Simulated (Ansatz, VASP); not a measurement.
## Two plane-wave programs on Ti

INCAR

```
SYSTEM = Ti
PREC = Accurate
ENCUT = 520
EDIFF = 1E-6
ISMEAR = 0
SIGMA = 0.15
LREAL = .FALSE.
LASPH = .TRUE.
NELM = 100
ALGO = Fast
ISIF = 2
LWAVE = .FALSE.
LCHARG = .TRUE.
GGA = PS
LELF = .TRUE.
LVHAR = .TRUE.
NBANDS = 19
```

The input KPOINTS:

```
regular mesh
0
G
  14 14 14
  0 0 0
```

The input POSCAR:

```
Ti
1.0
    0.0000000000     -3.2099008398      0.0000000000
   -3.2099008398      0.0000000000      0.0000000000
    0.0000000000      0.0000000000     -3.2099008398
Ti
2
Direct
    0.5000000000      0.5343935858      0.5000000000
    0.0000000000     -0.0343935858      0.0000000000
```

Input for Ansatz:

```yaml
crystal:
  lattice:
    - [0.0, -3.2099008398, 0.0]
    - [-3.2099008398, 0.0, 0.0]
    - [0.0, 0.0, -3.2099008398]
  atoms:
    - { symbol: Ti, position: [0.5, 0.5343935858, 0.5] }
    - { symbol: Ti, position: [0.0, -0.0343935858, 0.0] }
basis:
  ecutwfc: 520.0
kpoints:
  mp_grid: { grid: [14, 14, 14] }
hamiltonian:
  xc: pbesol
  pseudopotentials: { kind: paw, azcp: { folder: soft_1 } }
scf:
  occupations: { method: gaussian, width: 0.15 }
output:
  forces: true
  stress: true
  eigenvalues: true
```

Change from the starting cell: mode 4 frozen in at -0.110 Å and mode 5 at +0.000 Å (largest displacements).

Alike in both runs: task single point; functional PBEsol; k mesh 14 × 14 × 14; occupations gaussian, width 0.15 eV; no spin polarisation.

|  | VASP | Ansatz |
| --- | --- | --- |
| version | VASP 6.6.1 | Ansatz 0.2.0 |
| potentials or method | VASP PAW PBE potentials, release 64 (Ti_sv), cutoff 520 eV | scalar-relativistic, plane waves, PAW |
| valence electrons in the cell | 24 | 24 |

```tsv
	VASP	Ansatz	Ansatz less VASP
gap on the k mesh at the Fermi level (eV)	none	none	-
pressure (GPa)	1.1	1.3	+0.22
traceless stress, the component that is largest in VASP (GPa)	-0.84	-0.84	-0.004
rms of the force components (eV/Å)	0.632	0.632	0.0000
```

VASP's potentials were made for PBE, not for PBEsol, and Ansatz warns of the same on its side. Atom by atom the forces differ by 0.000 eV/Å (rms over components). A gap of «none» marks a metal or a gap that the smearing closes. With one functional, cell and mesh, what is left measures potentials, basis and numerics.
